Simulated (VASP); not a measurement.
# YI (P-3m1) in VASP: further runs

YI is run at these levels: LDA; tasks: single point.

Everything below comes from runs of VASP 6.6.1. Logs are shortened: lines on timing, memory, paths and dates and some standing lists are left out, and cuts for length are marked.

### Step 1. The cell of the first run

Symmetry: P-3m1, No. 164, trigonal system. The conventional cell has a = 3.956 Å, b = 3.956 Å, c = 11.079 Å, α = 90.00°, β = 90.00°, γ = 120.00°. Within 4.1 Å of Y (site symmetry 3m) lie 3 I at 3.13 Å and 9 Y at 3.62 to 3.96 Å. Within 4.1 Å of I (site symmetry 3m) lie 3 Y at 3.13 Å and 6 I at 3.96 Å.

### Step 2. Single point, LDA

The input, INCAR:

```
ALGO = Normal
EDIFF = 1E-6
ENCUT = 520
GGA = CA
ISIF = 2
ISMEAR = -1
LASPH = True
LCHARG = False
LREAL = False
LWAVE = False
NBANDS = 26
NELM = 100
PREC = Accurate
SIGMA = 0.05
```

The input, KPOINTS:

```
k-points
0
Gamma
  7 7 3
```

The input, POSCAR:

```
YI
1.0
    3.9559735753      0.0000000000      0.0000000000
   -1.9779867876      3.4259736129      0.0000000000
    0.0000000000      0.0000000000     11.0794760000
Y I
2 2
Direct
    0.6666666667      0.3333333333      0.6267270000
    0.3333333333      0.6666666667      0.3732730000
    0.3333333333      0.6666666667      0.8199750000
    0.6666666667      0.3333333333      0.1800250000
```

Potentials or basis: VASP PAW LDA potentials, release 64 (Y_sv, I).

The run is started by

```bash
> cat potpaw_LDA.64/Y_sv/POTCAR potpaw_LDA.64/I/POTCAR > POTCAR
> mpirun -np 1 vasp_std > vasp.out
```

OUTCAR:

```text
EDIFF = 1E-6
   ENCUT = 520
   GGA = CA
   ISIF = 2
   ISMEAR = -1
   LASPH = True
   LREAL = False
   NELM = 100
   PREC = Accurate

 ion  position               nearest neighbor table
   1  0.667  0.333  0.627-   3 3.13   3 3.13   3 3.13   2 3.62   2 3.62   2 3.62
   2  0.333  0.667  0.373-   4 3.13   4 3.13   4 3.13   1 3.62   1 3.62   1 3.62
   3  0.333  0.667  0.820-   1 3.13   1 3.13   1 3.13
   4  0.667  0.333  0.180-   2 3.13   2 3.13   2 3.13

  LATTYP: Found a hexagonal cell.
 ALAT       =     3.9559735753
 C/A-ratio  =     2.8006951485

  Lattice vectors:

 A1 = (   3.9559735753,   0.0000000000,   0.0000000000)
 A2 = (  -1.9779867876,   3.4259736129,   0.0000000000)
 A3 = (   0.0000000000,   0.0000000000,  11.0794760000)

Analysis of symmetry for initial positions (statically):
=====================================================================
 Subroutine PRICEL returns:
 Original cell was already a primitive cell.

 Routine SETGRP: Setting up the symmetry group for a
 hexagonal supercell.

 Subroutine GETGRP returns: Found 12 space group operations
 (whereof 12 operations were pure point group operations)
 out of a pool of 24 trial point group operations.

The static configuration has the point symmetry D_3d.

Analysis of symmetry for dynamics (positions and initial velocities):
=====================================================================
 Subroutine PRICEL returns:
 Original cell was already a primitive cell.

 Routine SETGRP: Setting up the symmetry group for a
 hexagonal supercell.

 Subroutine GETGRP returns: Found 12 space group operations
 (whereof 12 operations were pure point group operations)
 out of a pool of 24 trial point group operations.

The dynamic configuration has the point symmetry D_3d.

 Subroutine INISYM returns: Found 12 space group operations
 (whereof 12 operations are pure point group operations),
 and found     1 'primitive' translations

----------------------------------------------------------------------------------------

                                     Primitive cell

  volume of cell :     150.1608

  direct lattice vectors                    reciprocal lattice vectors
     3.955973575  0.000000000  0.000000000     0.252782275  0.145943914  0.000000000
    -1.977986788  3.425973613  0.000000000     0.000000000  0.291887829  0.000000000
     0.000000000  0.000000000 11.079476000     0.000000000  0.000000000  0.090256976

  length of vectors
     3.955973575  3.955973575 11.079476000     0.291887829  0.291887829  0.090256976

  position of ions in fractional coordinates (direct lattice)
     0.666666667  0.333333333  0.626727000
     0.333333333  0.666666667  0.373273000
     0.333333333  0.666666667  0.819975000
     0.666666667  0.333333333  0.180025000

  ion indices of the primitive-cell ions
   primitive index   ion index
                 1           1
                 2           2
                 3           3
                 4           4

----------------------------------------------------------------------------------------

 KPOINTS: k-points

Automatic generation of k-mesh.
 Grid dimensions read from file:
 generate k-points for:    7    7    3

 Generating k-lattice:

  Cartesian coordinates                     Fractional coordinates (reciprocal lattice)
     0.036111754  0.020849131  0.000000000     0.142857143  0.000000000  0.000000000
     0.000000000  0.041698261  0.000000000     0.000000000  0.142857143  0.000000000
     0.000000000  0.000000000  0.030085659     0.000000000  0.000000000  0.333333333

  Length of vectors
     0.041698261  0.041698261  0.030085659

  Shift w.r.t. Gamma in fractional coordinates (k-lattice)
     0.000000000  0.000000000  0.000000000

 Subroutine IBZKPT returns following result:
 ===========================================

 Found     20 irreducible k-points:

 Following reciprocal coordinates:
            Coordinates               Weight
  0.000000  0.000000  0.000000      1.000000
  0.142857  0.000000  0.000000      6.000000
  0.285714 -0.000000  0.000000      6.000000
  0.428571  0.000000  0.000000      6.000000
  0.142857  0.142857  0.000000      6.000000
  0.285714  0.142857  0.000000     12.000000
[... 12 lines left out ...]
  0.428571  0.142857  0.333333     12.000000
  0.285714  0.285714  0.333333     12.000000
   k-points           NKPTS =     20   k-points in BZ     NKDIM =     20   number of bands    NBANDS=     26
   number of dos      NEDOS =    301   number of ions     NIONS =      4
   total plane-waves  NPLWV =  75600
   dimension x,y,z NGX =    30 NGY =   30 NGZ =   84
   dimension x,y,z NGXF=    60 NGYF=   60 NGZF=  168
   ions per type =               2   2
   NGX,Y,Z   is equivalent  to a cutoff of  12.61, 12.61, 12.60 a.u.
   NGXF,Y,Z  is equivalent  to a cutoff of  25.21, 25.21, 25.21 a.u.
 SYSTEM =  unknown system
   PREC   = accura    normal or accurate (medium, high low for compatibility)
   ISTART =      0    job   : 0-new  1-cont  2-samecut
   ICHARG =      2    charge: 1-file 2-atom 10-const
   ISPIN  =      1    spin polarized calculation?
   LNONCOLLINEAR =      F non collinear calculations
   LSORBIT =      F    spin-orbit coupling
   LASPH  =      T    aspherical Exc in radial PAW
   ENCUT  =  520.0 eV  38.22 Ry    6.18 a.u.   7.36  7.36 20.60*2*pi/ulx,y,z
   NELM   =    100;   NELMIN=  2; NELMDL= -5     # of ELM steps
   EDIFF  = 0.1E-05   stopping-criterion for ELM
   LREAL  =      F    real-space projection
   EDIFFG = 0.1E-04   stopping-criterion for IOM
   NSW    =      0    number of steps for IOM
   IBRION =     -1    ionic relax: 0-MD 1-quasi-New 2-CG
   NFREE  =      0    steps in history (QN), initial steepest desc. (CG)
   ISIF   =      2    stress and relaxation
   ISYM   =      2    0-nonsym 1-usesym 2-fastsym
   POTIM  = 0.5000    time-step for ionic-motion
   TEBEG  =    0.0;   TEEND  =   0.0 temperature during run
   PSTRESS=    0.0 pullay stress
   NELECT =      36.0000    total number of electrons
   NUPDOWN=      -1.0000    fix difference up-down
   EMIN   =  10.00;   EMAX   =-10.00  energy-range for DOS
   EFERMI =   0.00;   METHOD = LEGACY
   ISMEAR =    -1;   SIGMA  =   0.05  broadening in eV -4-tet -1-fermi 0-gaus
   EFERMI_NEDOS =   21; number of points for ismear=-14 and -15
   IALGO  =     38    algorithm
   IMIX   =      4    mixing-type and parameters
     AMIX     =   0.40;   BMIX     =  1.00
     AMIX_MAG =   1.60;   BMIX_MAG =  1.00
  volume/ion in A,a.u.               =      37.54       253.33
  Fermi-wavevector in a.u.,A,eV,Ry     =   1.017006  1.921862 14.072519  1.034301
  Thomas-Fermi vector in A             =   2.150382
   LORBIT       =      0    0 simple, 1 ext, 2 COOP (PROOUT), +10 PAW based schemes
   GGA     = CA    functional components
   LHFCALC =     F    Hartree Fock is set to
   AEXX    =    0.0000 exact exchange contribution
   IVDW    =     0    specifies the selected vdW correction
   LEPSILON=     F    determine dielectric tensor
   LRPA    =     F    only Hartree local field effects (RPA)
 non-spin polarized calculation
  energy-cutoff  :      520.00
  volume of cell :      150.16
 maximum number of plane-waves:      4103
 NGX is ok and might be reduce to    30
   NGX = 15   NGY = 15   NGZ = 41

 number of electron      36.0000003 magnetization

 Free energy of the ion-electron system (eV)
  ---------------------------------------------------
  ext. energy  EPLUGINS =         0.00000000
  ---------------------------------------------------
  free energy    TOTEN  =       -21.28873482 eV

  energy without entropy =      -21.23040166  energy(sigma->0) =      -21.25956824

 E-fermi :   3.5488     XC(G=0):  -8.8854

 val. band max:        3.5397501309   @ k =   0.2857   0.1429   0.0000
 cond. band min:       3.5501044716   @ k =   0.1429   0.1429   0.3333
 fundamental gap:      0.0103543407
 Fermi energy:         3.5487505403

 k-point     1 :       0.0000    0.0000    0.0000
  band No.  band energies     occupation
      1     -39.3467      2.00000
      2     -39.3190      2.00000
      3     -19.5390      2.00000
      4     -19.3841      2.00000
      5     -19.3841      2.00000
      6     -19.3388      2.00000
[... 18 lines left out ...]
     25       6.5735      0.00000
     26       6.7392      0.00000

 k-point     2 :       0.1429    0.0000    0.0000
  band No.  band energies     occupation
      1     -39.3432      2.00000
      2     -39.3179      2.00000
      3     -19.5265      2.00000
      4     -19.4306      2.00000
      5     -19.3947      2.00000
      6     -19.3703      2.00000
[... 18 lines left out ...]
     25       6.5642      0.00000
     26       6.6094      0.00000

 k-point     3 :       0.2857   -0.0000    0.0000
  band No.  band energies     occupation
      1     -39.3346      2.00000
      2     -39.3159      2.00000
      3     -19.5192      2.00000
      4     -19.5089      2.00000
      5     -19.4176      2.00000
      6     -19.4174      2.00000
[... 18 lines left out ...]
     25       6.8080      0.00000
     26       6.8287      0.00000

 k-point     4 :       0.4286    0.0000    0.0000
  band No.  band energies     occupation
      1     -39.3265      2.00000
      2     -39.3156      2.00000
      3     -19.5748      2.00000
      4     -19.5455      2.00000
      5     -19.4349      2.00000
      6     -19.4010      2.00000
[... 18 lines left out ...]
     25       7.1356      0.00000
     26       7.3323      0.00000
[... 380 lines left out ...]
      1     -39.3285      2.00000
      2     -39.3155      2.00000
      3     -19.5442      2.00000
      4     -19.5281      2.00000
      5     -19.4529      2.00000
      6     -19.4020      2.00000
[... 18 lines left out ...]
     25       7.2816      0.00000
     26       7.4119      0.00000

 k-point    19 :       0.4286    0.1429    0.3333
  band No.  band energies     occupation
      1     -39.3236      2.00000
      2     -39.3162      2.00000
      3     -19.5714      2.00000
      4     -19.5438      2.00000
      5     -19.4625      2.00000
      6     -19.4011      2.00000
[... 18 lines left out ...]
     25       7.3319      0.00000
     26       7.3756      0.00000

 k-point    20 :       0.2857    0.2857    0.3333
  band No.  band energies     occupation
      1     -39.3219      2.00000
      2     -39.3168      2.00000
      3     -19.5412      2.00000
      4     -19.5365      2.00000
      5     -19.4967      2.00000
      6     -19.4238      2.00000
[... 18 lines left out ...]
     25       7.1697      0.00000
     26       7.3826      0.00000

------------------------ aborting loop because EDIFF is reached ----------------------------------------

  FORCE on cell =-STRESS in cart. coord.  units (eV):
  Direction    XX          YY          ZZ          XY          YZ          ZX
  --------------------------------------------------------------------------------------
  -------------------------------------------------------------------------------------
  Total       -3.0742074     -3.0742074     -2.7519794     -0.0000000      0.0000000      0.0000000
  in kB      -32.8010038    -32.8010038    -29.3629138     -0.0000000      0.0000000      0.0000000
  external PRESSURE =     -31.6549738 kB  Pullay stress =       0.0000000 kB

 VOLUME and BASIS-vectors are now :
 -----------------------------------------------------------------------------
  energy-cutoff  :      520.00
  volume of cell :      150.16
      direct lattice vectors                 reciprocal lattice vectors
     3.955973575  0.000000000  0.000000000     0.252782275  0.145943914  0.000000000
    -1.977986788  3.425973613  0.000000000     0.000000000  0.291887829  0.000000000
     0.000000000  0.000000000 11.079476000     0.000000000  0.000000000  0.090256976

 POSITION                                       TOTAL-FORCE (eV/Angst)
 -----------------------------------------------------------------------------------
      1.97799      1.14199      6.94381        -0.000000     -0.000000      0.307637
     -0.00000      2.28398      4.13567         0.000000      0.000000     -0.307637
     -0.00000      2.28398      9.08489        -0.000000     -0.000000     -0.372099
      1.97799      1.14199      1.99458        -0.000000      0.000000      0.372099
 -----------------------------------------------------------------------------------
    total drift:                               -0.000000      0.000000     -0.000000

  FREE ENERGIE OF THE ION-ELECTRON SYSTEM (eV)
  ---------------------------------------------------
  free  energy   TOTEN  =       -21.2887348168 eV

  energy  without entropy=      -21.2304016551  energy(sigma->0) =      -21.25956824
```

Run time: 36 s. Hardware: 1 thread of Intel Xeon 6975P-C (Granite Rapids), shared host; peak memory 0.25 GiB.

What came out:

```
Free energy            : -21.2887 eV
Pressure               : -3.2 GPa
Largest force          : 0.372 eV/Å
Band gap on the k mesh : zero (band 18 reaches 3.67 eV, above the bottom of band 19 at 3.30 eV)
```

Forces in eV/Å, atoms in the order of the input:
```
Y    0.000  0.000  0.308
Y    0.000  0.000 -0.308
I    0.000  0.000 -0.372
I    0.000  0.000  0.372
```

Stress tensor (GPa, compression positive):
```
-3.28  0.00  0.00
 0.00 -3.28  0.00
 0.00  0.00 -2.94
```

Levels at points of the mesh, in eV from the Fermi level:
```tsv
k point	band 14	band 15	band 16	band 17	band 18	band 19	band 20	band 21	band 22	band 23
(0.00, 0.00, 0.00)	-1.94	-1.93	-1.93	-1.92	-0.16	1.36	1.36	1.47	1.69	1.69
```

Caveat: spin-orbit coupling is left out, which moves the levels of the heavy elements.

### Step 3. Single point, LDA (volume scaled by 1.06)

Changes to INCAR since step 2:

```diff
@@ -3,3 +3,2 @@
 ENCUT = 520
-GGA = CA
 ISIF = 2
@@ -11,3 +10,3 @@
 NBANDS = 26
-NELM = 100
+NELM = 60
 PREC = Accurate
```

KPOINTS is that of step 2.

The input, POSCAR:

```
YI
1.0
    4.0335613826      0.0000000000      0.0000000000
   -2.0167806913      3.4931666250      0.0000000000
    0.0000000000      0.0000000000     11.2967757953
Y I
2 2
Direct
    0.6666666667      0.3333333333      0.6267270000
    0.3333333333      0.6666666667      0.3732730000
    0.3333333333      0.6666666667      0.8199750000
    0.6666666667      0.3333333333      0.1800250000
```

Potentials or basis: VASP PAW LDA potentials, release 64 (Y_sv, I).

The run is started by

```bash
> cat potpaw_LDA.64/Y_sv/POTCAR potpaw_LDA.64/I/POTCAR > POTCAR
> mpirun -np 1 vasp_std > vasp.out
```

Wall time 41 s (1 thread of Intel Xeon 6975P-C (Granite Rapids), shared host); peak memory 0.26 GiB.

The run converged. Its results:

| Property | Result |
| --- | --- |
| Free energy | -21.0684 eV |
| Pressure | -4.6 GPa |
| Largest force | 0.657 eV/Å |
| Band gap on the k mesh | zero (band 18 reaches 3.26 eV, above the bottom of band 19 at 2.93 eV) |

Forces on the atoms (eV/Å):
```
Y    0.000  0.000  0.384
Y    0.000  0.000 -0.384
I    0.000  0.000 -0.657
I    0.000  0.000  0.657
```

Levels at points of the mesh, in eV from the Fermi level:
```
           k point  band 14  band 15  band 16  band 17  band 18  band 19  band 20  band 21  band 22  band 23
(0.00, 0.00, 0.00)    -1.97    -1.97    -1.97    -1.94    -0.18     1.29     1.29     1.41     1.57     1.57
```

Caveat: spin-orbit coupling is left out, which moves the levels of the heavy elements.

### Step 4. Single point, LDA (volume scaled by 1.12)

The input, INCAR:

```
SYSTEM = YI
PREC = Accurate
ENCUT = 520
EDIFF = 1E-6
ISMEAR = -1
SIGMA = 0.05
LREAL = .False.
LASPH = .True.
NELM = 100
ALGO = Normal
ISIF = 2
LWAVE = .False.
LCHARG = .False.
NBANDS = 26
```

The input, KPOINTS:

```
Automatic mesh
0
Gamma
  7 7 3
  0 0 0
```

The input, POSCAR:

```
YI
1.0
    4.1082738914      0.0000000000      0.0000000000
   -2.0541369457      3.5578695556      0.0000000000
    0.0000000000      0.0000000000     11.5060227563
Y I
2 2
Direct
    0.6666666667      0.3333333333      0.6267270000
    0.3333333333      0.6666666667      0.3732730000
    0.3333333333      0.6666666667      0.8199750000
    0.6666666667      0.3333333333      0.1800250000
```

The run is started by

```bash
> cat potpaw_LDA.64/Y_sv/POTCAR potpaw_LDA.64/I/POTCAR > POTCAR
> mpirun -np 1 vasp_std > vasp.out
```

Wall time 37 s (1 thread of Intel Xeon 6975P-C (Granite Rapids), shared host); peak memory 0.28 GiB.

Results (log left out):

| Quantity | Value |
| --- | --- |
| Free energy | -20.7797 eV |
| Pressure | -5.6 GPa |
| Largest force | 0.882 eV/Å |
| Band gap on the k mesh | zero (band 18 reaches 2.89 eV, above the bottom of band 19 at 2.57 eV) |

Forces in eV/Å, atoms in the order of the input:
```
Y    0.000  0.000  0.428
Y    0.000  0.000 -0.428
I    0.000  0.000 -0.882
I    0.000  0.000  0.882
```

Stress tensor (GPa, compression positive):
```
-5.48  0.00  0.00
 0.00 -5.48  0.00
 0.00  0.00 -5.89
```

Levels at points of the mesh, in eV from the Fermi level:
```tsv
k point	band 15	band 16	band 17	band 18	band 19	band 20	band 21	band 22
(0.00, 0.00, 0.00)	-1.99	-1.99	-1.95	-0.20	1.22	1.22	1.35	1.47
```

Caveat: spin-orbit coupling is left out, which moves the levels of the heavy elements.

[end of part 1 of 2]
